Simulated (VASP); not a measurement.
# Ta (Pm-3m) in VASP: notebook

Ta is run at these levels: PBE, HSE06; tasks: single point, relaxation of cell and atoms.

Program: VASP 6.6.1. These are calculated values, not measurements. Logs are shortened: lines on timing, memory, paths and dates and some standing lists are left out, and cuts for length are marked.

## 1. The cell of the first run

The structure is cubic, space group Pm-3m (No. 221). The conventional cell has a = 2.848 Å, b = 2.848 Å, c = 2.848 Å, α = 90.00°, β = 90.00°, γ = 90.00°. Ta (site symmetry m-3m) has 6 Ta at 2.85 Å within 3.8 Å.

## 2. Single point, PBE (volume scaled by 1.12)

File INCAR:

```
PREC = Accurate
ENCUT = 520
EDIFF = 1E-6
ISMEAR = -1
SIGMA = 0.1
LREAL = False
LASPH = True
NELM = 60
ALGO = Normal
ISIF = 2
LWAVE = False
LCHARG = False
GGA = PE
NBANDS = 12
```

File KPOINTS:

```
Automatic mesh
0
Gamma
  13 13 13
```

File POSCAR:

```
Ta
1.0
    2.8477905402      0.0000000000      0.0000000000
    0.0000000000      2.8477905402      0.0000000000
    0.0000000000      0.0000000000      2.8477905402
Ta
1
Direct
    0.0000000000      0.0000000000      0.0000000000
```

Potentials or basis: VASP PAW PBE potentials, release 64 (Ta_pv).

On the command line:

```console
cat potpaw_PBE.64/Ta_pv/POTCAR > POTCAR
mpirun -np 1 vasp_std > vasp.out
```

OUTCAR:

```text
PREC = Accurate
   ENCUT = 520
   EDIFF = 1E-6
   ISMEAR = -1
   LREAL = False
   LASPH = True
   NELM = 60
   ISIF = 2
   GGA = PE

 ion  position               nearest neighbor table
   1  0.000  0.000  0.000-

  LATTYP: Found a simple cubic cell.
 ALAT       =     2.8477905402

  Lattice vectors:

 A1 = (   2.8477905402,   0.0000000000,   0.0000000000)
 A2 = (   0.0000000000,   2.8477905402,   0.0000000000)
 A3 = (   0.0000000000,   0.0000000000,   2.8477905402)

Analysis of symmetry for initial positions (statically):
=====================================================================
 Subroutine PRICEL returns:
 Original cell was already a primitive cell.

 Routine SETGRP: Setting up the symmetry group for a
 simple cubic supercell.

 Subroutine GETGRP returns: Found 48 space group operations
 (whereof 48 operations were pure point group operations)
 out of a pool of 48 trial point group operations.

The static configuration has the point symmetry O_h .

Analysis of symmetry for dynamics (positions and initial velocities):
=====================================================================
 Subroutine PRICEL returns:
 Original cell was already a primitive cell.

 Routine SETGRP: Setting up the symmetry group for a
 simple cubic supercell.

 Subroutine GETGRP returns: Found 48 space group operations
 (whereof 48 operations were pure point group operations)
 out of a pool of 48 trial point group operations.

The dynamic configuration has the point symmetry O_h .

 Subroutine INISYM returns: Found 48 space group operations
 (whereof 48 operations are pure point group operations),
 and found     1 'primitive' translations

----------------------------------------------------------------------------------------

                                     Primitive cell

  volume of cell :      23.0953

  direct lattice vectors                    reciprocal lattice vectors
     2.847790540  0.000000000  0.000000000     0.351149421  0.000000000  0.000000000
     0.000000000  2.847790540  0.000000000     0.000000000  0.351149421  0.000000000
     0.000000000  0.000000000  2.847790540     0.000000000  0.000000000  0.351149421

  length of vectors
     2.847790540  2.847790540  2.847790540     0.351149421  0.351149421  0.351149421

  position of ions in fractional coordinates (direct lattice)
     0.000000000  0.000000000  0.000000000

  ion indices of the primitive-cell ions
   primitive index   ion index
                 1           1

----------------------------------------------------------------------------------------

 KPOINTS: Automatic mesh

Automatic generation of k-mesh.
 Grid dimensions read from file:
 generate k-points for:   13   13   13

 Generating k-lattice:

  Cartesian coordinates                     Fractional coordinates (reciprocal lattice)
     0.027011494  0.000000000  0.000000000     0.076923077  0.000000000  0.000000000
     0.000000000  0.027011494  0.000000000     0.000000000  0.076923077  0.000000000
     0.000000000  0.000000000  0.027011494     0.000000000  0.000000000  0.076923077

  Length of vectors
     0.027011494  0.027011494  0.027011494

  Shift w.r.t. Gamma in fractional coordinates (k-lattice)
     0.000000000  0.000000000  0.000000000

 Subroutine IBZKPT returns following result:
 ===========================================

 Found     84 irreducible k-points:

 Following reciprocal coordinates:
            Coordinates               Weight
  0.000000  0.000000  0.000000      1.000000
  0.076923  0.000000  0.000000      6.000000
  0.153846  0.000000  0.000000      6.000000
  0.230769  0.000000  0.000000      6.000000
  0.307692  0.000000  0.000000      6.000000
  0.384615  0.000000  0.000000      6.000000
[... 16 lines left out ...]
  0.307692  0.307692  0.000000     12.000000
  0.384615  0.307692  0.000000     24.000000
 [... further k-points ...]
   k-points           NKPTS =     84   k-points in BZ     NKDIM =     84   number of bands    NBANDS=     12
   number of dos      NEDOS =    301   number of ions     NIONS =      1
   total plane-waves  NPLWV =  13824
   dimension x,y,z NGX =    24 NGY =   24 NGZ =   24
   dimension x,y,z NGXF=    48 NGYF=   48 NGZF=   48
   ions per type =               1
   NGX,Y,Z   is equivalent  to a cutoff of  14.01, 14.01, 14.01 a.u.
   NGXF,Y,Z  is equivalent  to a cutoff of  28.02, 28.02, 28.02 a.u.
 SYSTEM =  unknown system
   PREC   = accura    normal or accurate (medium, high low for compatibility)
   ISTART =      0    job   : 0-new  1-cont  2-samecut
   ICHARG =      2    charge: 1-file 2-atom 10-const
   ISPIN  =      1    spin polarized calculation?
   LNONCOLLINEAR =      F non collinear calculations
   LSORBIT =      F    spin-orbit coupling
   LASPH  =      T    aspherical Exc in radial PAW
   ENCUT  =  520.0 eV  38.22 Ry    6.18 a.u.   5.30  5.30  5.30*2*pi/ulx,y,z
   NELM   =     60;   NELMIN=  2; NELMDL= -5     # of ELM steps
   EDIFF  = 0.1E-05   stopping-criterion for ELM
   LREAL  =      F    real-space projection
   EDIFFG = 0.1E-04   stopping-criterion for IOM
   NSW    =      0    number of steps for IOM
   IBRION =     -1    ionic relax: 0-MD 1-quasi-New 2-CG
   NFREE  =      0    steps in history (QN), initial steepest desc. (CG)
   ISIF   =      2    stress and relaxation
   ISYM   =      2    0-nonsym 1-usesym 2-fastsym
   POTIM  = 0.5000    time-step for ionic-motion
   TEBEG  =    0.0;   TEEND  =   0.0 temperature during run
   PSTRESS=    0.0 pullay stress
   NELECT =      11.0000    total number of electrons
   NUPDOWN=      -1.0000    fix difference up-down
   EMIN   =  10.00;   EMAX   =-10.00  energy-range for DOS
   EFERMI =   0.00;   METHOD = LEGACY
   ISMEAR =    -1;   SIGMA  =   0.10  broadening in eV -4-tet -1-fermi 0-gaus
   EFERMI_NEDOS =   21; number of points for ismear=-14 and -15
   IALGO  =     38    algorithm
   IMIX   =      4    mixing-type and parameters
     AMIX     =   0.40;   BMIX     =  1.00
     AMIX_MAG =   1.60;   BMIX_MAG =  1.00
  volume/ion in A,a.u.               =      23.10       155.85
  Fermi-wavevector in a.u.,A,eV,Ry     =   1.278491  2.415998 22.239257  1.634539
  Thomas-Fermi vector in A             =   2.411031
   LORBIT       =      0    0 simple, 1 ext, 2 COOP (PROOUT), +10 PAW based schemes
   GGA     = PE    functional components
   LHFCALC =     F    Hartree Fock is set to
   AEXX    =    0.0000 exact exchange contribution
   IVDW    =     0    specifies the selected vdW correction
   LEPSILON=     F    determine dielectric tensor
   LRPA    =     F    only Hartree local field effects (RPA)
 non-spin polarized calculation
  energy-cutoff  :      520.00
  volume of cell :       23.10
 maximum number of plane-waves:       638
 NGX is ok and might be reduce to    24
   NGX = 11   NGY = 11   NGZ = 11

 number of electron      10.9999998 magnetization

 Free energy of the ion-electron system (eV)
  ---------------------------------------------------
  ext. energy  EPLUGINS =         0.00000000
  ---------------------------------------------------
  free energy    TOTEN  =       -10.60776806 eV

  energy without entropy =      -10.56949055  energy(sigma->0) =      -10.58862931

 E-fermi :   3.6759     XC(G=0): -11.2783

 val. band max:        3.6686302792   @ k =   0.4615   0.2308   0.2308
 cond. band min:       3.6921576364   @ k =   0.2308   0.2308   0.2308
 fundamental gap:      0.0235273572
 Fermi energy:         3.6759035256

 k-point     1 :       0.0000    0.0000    0.0000
  band No.  band energies     occupation
      1     -30.1331      2.00000
      2     -30.1331      2.00000
      3     -30.1331      2.00000
      4      -3.1779      2.00000
      5       1.4325      2.00000
      6       1.4325      2.00000
      7       8.9774      0.00000
      8       8.9774      0.00000
      9       8.9774      0.00000
     10      17.0749      0.00000
     11      17.0749      0.00000
     12      17.0749      0.00000

 k-point     2 :       0.0769    0.0000    0.0000
  band No.  band energies     occupation
      1     -30.1831      2.00000
      2     -30.1290      2.00000
      3     -30.1290      2.00000
      4      -3.0201      2.00000
      5       1.4747      2.00000
      6       1.5810      2.00000
      7       8.7129      0.00000
      8       8.7129      0.00000
      9       8.9954      0.00000
     10      16.1842      0.00000
     11      17.4315      0.00000
     12      17.4315      0.00000

 k-point     3 :       0.1538    0.0000    0.0000
  band No.  band energies     occupation
      1     -30.3198      2.00000
      2     -30.1175      2.00000
      3     -30.1175      2.00000
      4      -2.5781      2.00000
      5       1.5944      2.00000
      6       2.0055      2.00000
      7       8.0714      0.00000
      8       8.0714      0.00000
      9       9.0460      0.00000
     10      14.5747      0.00000
     11      17.6957      0.00000
     12      18.3372      0.00000
[... 286 lines left out ...]
 k-point    23 :       0.3077    0.3077    0.0000
  band No.  band energies     occupation
      1     -30.6463      2.00000
      2     -30.6279      2.00000
      3     -30.0364      2.00000
      4       0.4588      2.00000
      5       2.1992      2.00000
      6       4.9492      0.00001
      7       5.4180      0.00000
      8       6.8925      0.00000
      9       7.1913      0.00000
     10      13.5399      0.00000
     11      15.3515      0.00000
     12      17.7010      0.00000

 k-point    24 :       0.3846    0.3077    0.0000
  band No.  band energies     occupation
      1     -30.7903      2.00000
      2     -30.6178      2.00000
      3     -30.0224      2.00000
      4       0.8696      2.00000
      5       1.9266      2.00000
      6       5.1341      0.00000
      7       6.4417      0.00000
      8       6.5463      0.00000
      9       7.1796      0.00000
     10      12.7373      0.00000
     11      15.8774      0.00000
     12      17.7026      0.00000

 [... further k-points ...]

------------------------ aborting loop because EDIFF is reached ----------------------------------------

  FORCE on cell =-STRESS in cart. coord.  units (eV):
  Direction    XX          YY          ZZ          XY          YZ          ZX
  --------------------------------------------------------------------------------------
  -------------------------------------------------------------------------------------
  Total       -1.8668711     -1.8668711     -1.8668711     -0.0000000     -0.0000000      0.0000000
  in kB     -129.5092475   -129.5092475   -129.5092475     -0.0000000     -0.0000000      0.0000000
  external PRESSURE =    -129.5092475 kB  Pullay stress =       0.0000000 kB

 VOLUME and BASIS-vectors are now :
 -----------------------------------------------------------------------------
  energy-cutoff  :      520.00
  volume of cell :       23.10
      direct lattice vectors                 reciprocal lattice vectors
     2.847790540  0.000000000  0.000000000     0.351149421  0.000000000  0.000000000
     0.000000000  2.847790540  0.000000000     0.000000000  0.351149421  0.000000000
     0.000000000  0.000000000  2.847790540     0.000000000  0.000000000  0.351149421

 POSITION                                       TOTAL-FORCE (eV/Angst)
 -----------------------------------------------------------------------------------
      0.00000      0.00000      0.00000         0.000000      0.000000      0.000000
 -----------------------------------------------------------------------------------
    total drift:                                0.000000     -0.000000      0.000000

  FREE ENERGIE OF THE ION-ELECTRON SYSTEM (eV)
  ---------------------------------------------------
  free  energy   TOTEN  =       -10.6077680648 eV

  energy  without entropy=      -10.5694905523  energy(sigma->0) =      -10.58862931
```

Wall time 10 s (1 thread of Intel Xeon Platinum 8259CL at 2.50GHz (Skylake/Cascade Lake), shared host); peak memory 0.15 GiB.

What came out:

```yaml
Free_energy: -10.6078 eV
Pressure: -13.0 GPa
```

Caveat: the cell differs from its parent crystal (volume scaled by 1.12); spin-orbit coupling is left out, which moves the levels of the heavy elements.

## 3. Single point, PBE

This run uses another cell than the first one, of 20.62 Å³/atom, 0.893 times its volume.

File INCAR:

```
SYSTEM = Ta
ALGO = Normal
EDIFF = 1E-7
ENCUT = 520
GGA = PE
ISIF = 2
ISMEAR = -1
LASPH = .TRUE.
LCHARG = .TRUE.
LELF = .TRUE.
LREAL = .FALSE.
LVHAR = .TRUE.
LWAVE = .FALSE.
NBANDS = 12
NELM = 60
PREC = Accurate
SIGMA = 0.1
```

File KPOINTS:

```
k-points
0
G
  19 19 19
  0 0 0
```

File POSCAR:

```
Ta
1.0
    2.7422183679      0.0000000000      0.0000000000
    0.0000000000      2.7422183679      0.0000000000
    0.0000000000      0.0000000000      2.7422183679
Ta
1
Direct
    0.0000000000      0.0000000000      0.0000000000
```

Potentials or basis: VASP PAW PBE potentials, release 64 (Ta_pv).

On the command line:

```console
cat potpaw_PBE.64/Ta_pv/POTCAR > POTCAR
mpirun -np 1 vasp_std > vasp.out
```

Run time: 25 s. Hardware: 1 thread of Intel Xeon Platinum 8259CL at 2.50GHz (Skylake/Cascade Lake), shared host; peak memory 0.17 GiB.

It converged, with:

| Property | Result |
| --- | --- |
| Free energy | -10.7113 eV |
| Pressure | 0.6 GPa |

Levels at points of the mesh, in eV from the Fermi level:
| k point | band 2 | band 3 | band 4 | band 5 | band 6 | band 7 | band 8 | band 9 | band 10 | band 11 |
| --- | --- | --- | --- | --- | --- | --- | --- | --- | --- | --- |
| (0.00, 0.00, 0.00) | -33.42 | -33.42 | -7.25 | -2.59 | -2.59 | 6.12 | 6.12 | 6.12 | 14.37 | 14.49 |

Caveat: spin-orbit coupling is left out, which moves the levels of the heavy elements.

(Continued in part 2 of 2.)
